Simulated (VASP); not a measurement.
Input of a VASP 6.6.1 run:

File INCAR:

```
PREC     = Accurate       # precision mode
ENCUT    = 600            # plane-wave cutoff, eV
EDIFF    = 1E-6           # SCF threshold, eV
ISMEAR   = 0              # smearing method
SIGMA    = 0.1            # smearing width, eV
LREAL    = F              # projectors in reciprocal space
LASPH    = T              # aspherical terms in the spheres
NELM     = 100            # most SCF steps
ALGO     = Normal         # electronic algorithm
ISIF     = 3              # what is computed and relaxed
LWAVE    = F              # write WAVECAR
LCHARG   = F              # write CHGCAR
GGA      = PE             # functional
IBRION   = 2              # ionic algorithm
NSW      = 90             # ionic steps
EDIFFG   = -0.04          # ionic threshold
```

KPOINTS

```
Automatic mesh
0
Gamma
  4 4 2
```

File POSCAR:

```
LaTe4
1.0
    4.8263813600      0.0000000000      0.0000000000
    0.0000000000      4.8263813600      0.0000000000
    0.0000000000      0.0000000000      8.0825863700
La Te
1 4
Direct
    0.0000000000      0.0000000000      0.3957144200
    0.5000000000      0.0000000000      0.1356164700
    0.0000000000      0.5000000000      0.1356164700
    0.5000000000      0.5000000000      0.7674948600
    0.0000000000      0.0000000000      0.7862395600
```

Potentials or basis: VASP PAW PBE potentials, release 64 (La, Te).

Launch:

```console
$ cat potpaw_PBE.64/La/POTCAR potpaw_PBE.64/Te/POTCAR > POTCAR
$ mpirun -np 1 vasp_std > vasp.out
```

Q: What does it give for the relaxed volume?

A: 36.53 Å³/atom.

Q: Predict the space group after relaxing (to 0.05 Å).

A: P4mm (No. 99).

Final structure:
```
CELL_PARAMETERS angstrom
4.49900 0.00000 0.00000
0.00000 4.49900 0.00000
0.00000 0.00000 9.02491
ATOMIC_POSITIONS crystal
La 0.00000 0.00000 0.43387
Te 0.50000 0.00000 0.17127
Te 0.00000 0.50000 0.17127
Te 0.50000 0.50000 0.67704
Te 0.00000 0.00000 0.76723
```

Caveat: the k points lie up to 0.35 Å⁻¹ apart in the final cell.
